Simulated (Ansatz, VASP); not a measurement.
## One calculation of Cl, two programs

Contents of INCAR:

```
SYSTEM = Cl
PREC = Accurate
ENCUT = 520
EDIFF = 1E-6
ISMEAR = -1
SIGMA = 0.05
LREAL = .FALSE.
LASPH = .TRUE.
NELM = 60
ALGO = Normal
ISIF = 2
LWAVE = .FALSE.
LCHARG = .FALSE.
GGA = PE
NBANDS = 22
```

The input KPOINTS:

```
Automatic mesh
0
G
  7 7 4
  0 0 0
```

File POSCAR:

```
Cl
1.0
    3.2066823265     -2.2941288504      0.0000000000
    3.2066823265      2.2941288504      0.0000000000
    0.0000000000      0.0000000000      8.3710212721
Cl
4
Direct
    0.3700000000      0.6300000000      0.4000000000
    0.1300000000      0.8700000000      0.9000000000
    0.6300000000      0.3700000000      0.6000000000
    0.8700000000      0.1300000000      0.1000000000
```

File input.yaml:

```yaml
crystal:
  lattice:
    - [3.2066823265, -2.2941288504, 0.0]
    - [3.2066823265, 2.2941288504, 0.0]
    - [0.0, 0.0, 8.3710212721]
  atoms:
    - { symbol: Cl, position: [0.37, 0.63, 0.4] }
    - { symbol: Cl, position: [0.13, 0.87, 0.9] }
    - { symbol: Cl, position: [0.63, 0.37, 0.6] }
    - { symbol: Cl, position: [0.87, 0.13, 0.1] }
kpoints:
  mp_grid: { grid: [7, 7, 4] }
scf:
  occupations: { method: fermi_dirac, width: 0.05 }
hamiltonian:
  xc: pbe
  pseudopotentials: { kind: all_electron, lapw: { basis_error: 0.001 } }
output:
  forces: true
  stress: true
  eigenvalues: true
```

Change from the starting cell: volume scaled by 1.06.

Alike in both runs: task single point; functional PBE; k mesh 7 × 7 × 4; occupations fermi-dirac, width 0.05 eV; no spin polarisation.

|  | VASP | Ansatz |
| --- | --- | --- |
| version | VASP 6.6.1 | Ansatz 0.2.0 |
| potentials or method | VASP PAW PBE potentials, release 64 (Cl), cutoff 520 eV | all-electron LAPW, scalar-relativistic |

VASP gave:

```
gap on the k mesh at the Fermi level (eV)                     : 2.33
least direct gap on the mesh (eV)                             : 2.38
pressure (GPa)                                                : -1.1
traceless stress, the component that is largest in VASP (GPa) : 1.98
rms of the force components (eV/Å)                            : 0.432
```

Q: Estimate Ansatz's values.

A: gap on the k mesh at the Fermi level (eV): 2.30; least direct gap on the mesh (eV): 2.35; pressure (GPa): -0.8; traceless stress, the component that is largest in VASP (GPa): 1.73; rms of the force components (eV/Å): 0.346.

Atom by atom the forces differ by 0.087 eV/Å (rms over components). Ansatz ran all-electron here, and VASP with PAW potentials.
